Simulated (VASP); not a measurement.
Here is a VASP 6.6.1 calculation.

Contents of INCAR:

```
SYSTEM = Na2Al2O
ALGO = Normal
EDIFF = 1E-6
ENCUT = 520
GGA = PE
ISIF = 2
ISMEAR = 0
LASPH = .TRUE.
LCHARG = .TRUE.
LELF = .TRUE.
LREAL = .FALSE.
LVHAR = .TRUE.
LWAVE = .FALSE.
NBANDS = 21
NELM = 60
PREC = Accurate
SIGMA = 0.1
```

KPOINTS

```
k-points
0
G
  4 4 4
  0 0 0
```

POSCAR

```
Na2Al2O
1.0
    2.6240004600     -2.8005103900      0.0000000000
    2.6240004600      2.8005103900      0.0000000000
    0.0000000000      0.0000000000      6.2962309700
Na Al O
2 2 1
Direct
    0.0000000000      0.5000000000      0.5000000000
    0.5000000000      0.0000000000      0.5000000000
    0.5000000000      0.5000000000      0.1726017400
    0.5000000000      0.5000000000      0.8273982600
    0.0000000000      0.0000000000      0.5000000000
```

Potentials or basis: VASP PAW PBE potentials, release 64 (Na_pv, Al, O).

Launch:

```sh
$ cat potpaw_PBE.64/Na_pv/POTCAR potpaw_PBE.64/Al/POTCAR potpaw_PBE.64/O/POTCAR > POTCAR
$ mpirun -np 1 vasp_std > vasp.out
```

Problem. Predict the pressure.

Solution. 22.7 GPa.

Problem. Predict the largest force.

Solution. 2.534 eV/Å.

Stress tensor (GPa, compression positive):
```
20.35  0.00  0.00
 0.00 22.61  0.00
 0.00  0.00 25.05
```

Caveat: the k points lie up to 0.41 Å⁻¹ apart; forces of over 1 eV/Å act on the atoms, so gaps and moduli don't describe the material at rest.
